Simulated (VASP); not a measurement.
# Na4Au in VASP: notebook, part 2 of 2

VASP 6.6.1.

### 3 Single point, PBE

This run uses another cell than the first one: it holds 10 atoms, not 5.

INCAR

```
  PREC = Accurate
  ENCUT = 520
  EDIFF = 1E-6
  ISMEAR = 0
  SIGMA = 0.2
  LREAL = F
  LASPH = T
  NELM = 80
  ALGO = Fast
  ISIF = 2
  LWAVE = F
  LCHARG = F
  GGA = PE
  NBANDS = 50
```

KPOINTS

```
Automatic mesh
0
Gamma
  4 4 2
```

POSCAR

```
Na4Au
1.0
    3.4192243541     -3.5689247110      3.3169181539
    3.4215174653      3.5709754899     -3.3199971849
   -0.0015846989      6.9353742138      6.4260309984
Na Au
8 2
Direct
    0.3596642838      0.2708304194      0.2171704816
    0.8585761164      0.7704173213      0.7168714380
    0.9086067853      0.4660178765      1.0462361811
    0.4078080981     -0.0336002881      0.5446549526
    0.4660104673      0.9086137608     -0.0458498293
   -0.0336448648      0.4078702203      0.4551713279
    0.7703552486      0.8584431698      0.2831398897
    0.2699870745      0.3592042376      0.7833585358
   -0.0043723730     -0.0049176950     -0.0010558718
    0.4970091639      0.4971209774      0.5003028944
```

Potentials or basis: VASP PAW PBE potentials, release 64 (Na_pv, Au).

Run with:

```bash
cat potpaw_PBE.64/Na_pv/POTCAR potpaw_PBE.64/Au/POTCAR > POTCAR
mpirun -np 1 vasp_std > vasp.out
```

OUTCAR:

```text
PREC = Accurate
   ENCUT = 520
   EDIFF = 1E-6
   ISMEAR = 0
   LREAL = F
   LASPH = T
   NELM = 80
   ISIF = 2
   GGA = PE

 ion  position               nearest neighbor table
   1  0.360  0.271  0.217-  10 3.01   9 3.02
   2  0.859  0.770  0.717-  10 2.99   9 3.00
   3  0.909  0.466  0.046-   9 3.02   9 3.08
   4  0.408  0.966  0.545-  10 3.03  10 3.07
   5  0.466  0.909  0.954-   9 3.02   9 3.07
   6  0.966  0.408  0.455-  10 3.03  10 3.07
   7  0.770  0.858  0.283-  10 3.00   9 3.02
   8  0.270  0.359  0.783-   9 3.00  10 3.01
   9  0.996  0.995  0.999-   8 3.00   2 3.00   1 3.02   7 3.02   5 3.02   3 3.02   5 3.07   3 3.08

  10  0.497  0.497  0.500-   2 2.99   7 3.00   1 3.01   8 3.01   6 3.03   4 3.03   4 3.07   6 3.07

  LATTYP: Found a triclinic cell.
 ALAT       =     5.9523327205
 B/A-ratio  =     1.1492541061
 C/A-ratio  =     1.5884197093
 COS(alpha) =     0.0002536191
 COS(beta)  =     0.0611716828
 COS(gamma) =     0.5740036956

  Lattice vectors:

 A1 = (  -3.4192243541,   3.5689247110,  -3.3169181539)
 A2 = (  -6.8407418194,  -0.0020507789,   0.0030790310)
 A3 = (  -0.0015846989,   6.9353742138,   6.4260309984)

Analysis of symmetry for initial positions (statically):
=====================================================================
 Subroutine PRICEL returns:
 Original cell was already a primitive cell.

 Routine SETGRP: Setting up the symmetry group for a
 triclinic supercell.

 Subroutine GETGRP returns: Found  1 space group operations
 (whereof  1 operations were pure point group operations)
 out of a pool of  2 trial point group operations.

The static configuration has the point symmetry C_1 .

Analysis of symmetry for dynamics (positions and initial velocities):
=====================================================================
 Subroutine PRICEL returns:
 Original cell was already a primitive cell.

 Routine SETGRP: Setting up the symmetry group for a
 triclinic supercell.

 Subroutine GETGRP returns: Found  1 space group operations
 (whereof  1 operations were pure point group operations)
 out of a pool of  2 trial point group operations.

The dynamic configuration has the point symmetry C_1 .

 Subroutine INISYM returns: Found  1 space group operations
 (whereof  1 operations are pure point group operations),
 and found     1 'primitive' translations

----------------------------------------------------------------------------------------

                                     Primitive cell

  volume of cell :     314.3687

  direct lattice vectors                    reciprocal lattice vectors
     3.419224354 -3.568924711  3.316918154     0.146237922 -0.069922730  0.075501043
     3.421517465  3.570975490 -3.319997185     0.146128074  0.069909312 -0.075414462
    -0.001584699  6.935374214  6.426030998     0.000013317  0.072210466  0.077683008

  length of vectors
     5.952332721  5.956595422  9.454802610     0.178815898  0.178684266  0.106061309

  position of ions in fractional coordinates (direct lattice)
[... 55 lines left out ...]
  0.000000  0.250000  0.000000      2.000000
  0.250000  0.250000 -0.000000      2.000000
  0.500000  0.250000 -0.000000      2.000000
[... 12 lines left out ...]
  0.250000  0.500000  0.500000      2.000000
  0.500000  0.500000  0.500000      1.000000
   k-points           NKPTS =     20   k-points in BZ     NKDIM =     20   number of bands    NBANDS=     50
   number of dos      NEDOS =    301   number of ions     NIONS =     10
   total plane-waves  NPLWV = 161280
   dimension x,y,z NGX =    48 NGY =   48 NGZ =   70
   dimension x,y,z NGXF=    96 NGYF=   96 NGZF=  140
   ions per type =               8   2
   NGX,Y,Z   is equivalent  to a cutoff of  13.41, 13.40, 12.31 a.u.
   NGXF,Y,Z  is equivalent  to a cutoff of  26.81, 26.79, 24.62 a.u.
 SYSTEM =  unknown system
   PREC   = accura    normal or accurate (medium, high low for compatibility)
   ISTART =      0    job   : 0-new  1-cont  2-samecut
   ICHARG =      2    charge: 1-file 2-atom 10-const
   ISPIN  =      1    spin polarized calculation?
   LNONCOLLINEAR =      F non collinear calculations
   LSORBIT =      F    spin-orbit coupling
   LASPH  =      T    aspherical Exc in radial PAW
   ENCUT  =  520.0 eV  38.22 Ry    6.18 a.u.  11.07 11.08 17.58*2*pi/ulx,y,z
   NELM   =     80;   NELMIN=  2; NELMDL= -5     # of ELM steps
   EDIFF  = 0.1E-05   stopping-criterion for ELM
   LREAL  =      F    real-space projection
   EDIFFG = 0.1E-04   stopping-criterion for IOM
   NSW    =      0    number of steps for IOM
   IBRION =     -1    ionic relax: 0-MD 1-quasi-New 2-CG
   NFREE  =      0    steps in history (QN), initial steepest desc. (CG)
   ISIF   =      2    stress and relaxation
   ISYM   =      2    0-nonsym 1-usesym 2-fastsym
   POTIM  = 0.5000    time-step for ionic-motion
   TEBEG  =    0.0;   TEEND  =   0.0 temperature during run
   PSTRESS=    0.0 pullay stress
   NELECT =      78.0000    total number of electrons
   NUPDOWN=      -1.0000    fix difference up-down
   EMIN   =  10.00;   EMAX   =-10.00  energy-range for DOS
   EFERMI =   0.00;   METHOD = LEGACY
   ISMEAR =     0;   SIGMA  =   0.20  broadening in eV -4-tet -1-fermi 0-gaus
   EFERMI_NEDOS =   21; number of points for ismear=-14 and -15
   IALGO  =     68    algorithm
   IMIX   =      4    mixing-type and parameters
     AMIX     =   0.40;   BMIX     =  1.00
     AMIX_MAG =   1.60;   BMIX_MAG =  1.00
  volume/ion in A,a.u.               =      31.44       212.15
  Fermi-wavevector in a.u.,A,eV,Ry     =   1.028711  1.943981 14.398308  1.058246
  Thomas-Fermi vector in A             =   2.162721
   LORBIT       =      0    0 simple, 1 ext, 2 COOP (PROOUT), +10 PAW based schemes
   GGA     = PE    functional components
   LHFCALC =     F    Hartree Fock is set to
   AEXX    =    0.0000 exact exchange contribution
   IVDW    =     0    specifies the selected vdW correction
   LEPSILON=     F    determine dielectric tensor
   LRPA    =     F    only Hartree local field effects (RPA)
 non-spin polarized calculation
 RMM-DIIS sequential band-by-band and
 Gauss-broadening in eV      SIGMA  =   0.20
  energy-cutoff  :      520.00
  volume of cell :      314.37
 maximum number of plane-waves:      8508
 NGX is ok and might be reduce to    48

 number of electron      78.0000015 magnetization

 Free energy of the ion-electron system (eV)
  ---------------------------------------------------
  ext. energy  EPLUGINS =         0.00000000
  ---------------------------------------------------
  free energy    TOTEN  =       -18.56586808 eV

  energy without entropy =      -18.51264536  energy(sigma->0) =      -18.53925672

 E-fermi :   1.1866     XC(G=0):  -7.2656

 val. band max:        1.1450067224   @ k =   0.5000   0.2500  -0.0000
 cond. band min:       1.1994521357   @ k =   0.5000   0.5000   0.5000
 fundamental gap:      0.0544454132
 Fermi energy:         1.1866183497

 k-point     1 :       0.0000    0.0000    0.0000
  band No.  band energies     occupation
      1     -23.4587      2.00000
      2     -23.4580      2.00000
      3     -23.4489      2.00000
      4     -23.4473      2.00000
      5     -23.4432      2.00000
      6     -23.4425      2.00000
[... 1049 lines left out ...]
     49       5.0845      0.00000
     50       5.1000      0.00000

------------------------ aborting loop because EDIFF is reached ----------------------------------------

  FORCE on cell =-STRESS in cart. coord.  units (eV):
  Direction    XX          YY          ZZ          XY          YZ          ZX
  --------------------------------------------------------------------------------------
  -------------------------------------------------------------------------------------
  Total        0.0770680      0.0133495      0.1243875     -0.0059160     -0.0285130      0.0065263
  in kB        0.3927766      0.0680356      0.6339399     -0.0301507     -0.1453162      0.0332614
  external PRESSURE =       0.3649173 kB  Pullay stress =       0.0000000 kB

 VOLUME and BASIS-vectors are now :
 -----------------------------------------------------------------------------
  energy-cutoff  :      520.00
  volume of cell :      314.37
      direct lattice vectors                 reciprocal lattice vectors
     3.419224354 -3.568924711  3.316918154     0.146237922 -0.069922730  0.075501043
     3.421517465  3.570975490 -3.319997185     0.146128074  0.069909312 -0.075414462
    -0.001584699  6.935374214  6.426030998     0.000013317  0.072210466  0.077683008

 POSITION                                       TOTAL-FORCE (eV/Angst)
 -----------------------------------------------------------------------------------
      2.15608      1.18967      1.68937        -0.016306     -0.010978     -0.011394
      5.57052      4.65872      4.89668        -0.003911     -0.010113     -0.001451
      4.70115     -1.25795      1.76371        -0.001825     -0.005470     -0.005765
      4.70008      5.77294      1.64419        -0.000023      0.006905     -0.002849
      4.70072      8.19887      4.66052         0.000020     -0.001233      0.005671
      4.69900      1.16443      4.77614        -0.000861     -0.003723      0.004211
      5.57075      2.27982      1.52464         0.002166      0.000572     -0.003542
      2.15093      5.75203      4.73685        -0.002682      0.002294      0.001151
      6.80738      6.92815      6.41799         0.024598      0.024652      0.015942
      3.39950      3.47121      3.21306        -0.001176     -0.002905     -0.001973
 -----------------------------------------------------------------------------------
    total drift:                               -0.000732     -0.000141     -0.000650

  FREE ENERGIE OF THE ION-ELECTRON SYSTEM (eV)
  ---------------------------------------------------
  free  energy   TOTEN  =       -18.5658680826 eV

  energy  without entropy=      -18.5126453587  energy(sigma->0) =      -18.53925672
```

Wall time 12 min (1 thread of Oxide Virtual Turin-like, shared host); peak memory 0.51 GiB.

Results:

```yaml
Free_energy: -18.5659 eV
Pressure: 0.0 GPa
Largest_force: 0.038 eV/Å
Band_gap_on_the_k_mesh: zero (bands 39 and 40 overlap by 1.86 eV)
```

Forces on the atoms (eV/Å):
```
Na  -0.016 -0.011 -0.011
Na  -0.004 -0.010 -0.001
Na  -0.002 -0.005 -0.006
Na   0.000  0.007 -0.003
Na   0.000 -0.001  0.006
Na  -0.001 -0.004  0.004
Na   0.002  0.001 -0.004
Na  -0.003  0.002  0.001
Au   0.025  0.025  0.016
Au  -0.001 -0.003 -0.002
```

Levels at points of the mesh, in eV from the Fermi level:
```tsv
k point	band 35	band 36	band 37	band 38	band 39	band 40	band 41	band 42	band 43	band 44
(0.00, 0.00, 0.00)	-3.65	-3.49	-1.56	0.66	0.84	0.97	1.16	1.75	1.89	2.22
(0.50, 0.00, 0.00)	-3.59	-3.58	-1.24	-1.23	-0.23	-0.23	0.91	0.91	2.00	2.01
(0.00, 0.50, 0.00)	-3.59	-3.58	-1.24	-1.23	-0.23	-0.23	0.91	0.91	2.01	2.01
(0.50, 0.50, 0.00)	-3.51	-3.18	-1.66	-0.44	-0.26	0.10	0.24	0.85	0.90	1.07
(0.00, 0.00, 0.50)	-3.64	-3.64	-0.50	-0.49	1.30	1.31	1.45	1.46	1.51	1.51
(0.50, 0.00, 0.50)	-3.56	-3.49	-1.78	-1.51	0.66	0.84	1.18	1.18	1.26	1.36
(0.00, 0.50, 0.50)	-3.56	-3.49	-1.78	-1.52	0.66	0.84	1.17	1.18	1.27	1.36
(0.50, 0.50, 0.50)	-3.42	-3.42	-1.20	-1.20	0.01	0.02	0.20	0.20	1.56	1.57
```

Caveat: spin-orbit coupling is left out, which moves the levels of the heavy elements.

The gap in the log of VASP goes by the Fermi energy; the results here count the filled bands.